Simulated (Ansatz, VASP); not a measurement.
## Two plane-wave programs on Pb

```
Pb
1.0
     3.42886    0.00000    0.00000
    -1.71443    2.96948    0.00000
     0.00000    0.00000   11.25486
Pb
4
Direct
  0.00000 0.00000 0.00000
  0.33333 0.66667 0.25000
  0.00000 0.00000 0.50000
  0.66667 0.33333 0.75000
```

Alike in both runs: task single point; functional PBE; k mesh 6 × 6 × 2; occupations gaussian, width 0.1 eV; no spin polarisation.

```csv
,VASP,Ansatz
version,VASP 6.6.1,Ansatz 0.2.0
potentials or method,"VASP PAW PBE potentials, release 64 (Pb_d), cutoff 500 eV","scalar-relativistic, plane waves, PAW"
valence electrons in the cell,56,56
```

VASP gave:

| Property | Result |
| --- | --- |
| gap on the k mesh at the Fermi level (eV) | none |
| pressure (GPa) | 5.6 |
| traceless stress, the component that is largest in VASP (GPa) | -2.25 |

Problem. Which values does Ansatz return?

Solution. gap on the k mesh at the Fermi level (eV): none; pressure (GPa): 5.7; traceless stress, the component that is largest in VASP (GPa): -2.25.

A gap of «none» marks a metal or a gap that the smearing closes. The functional is the same, so the differences come from potentials, cutoffs and numerics.

Spin-orbit coupling is off throughout.
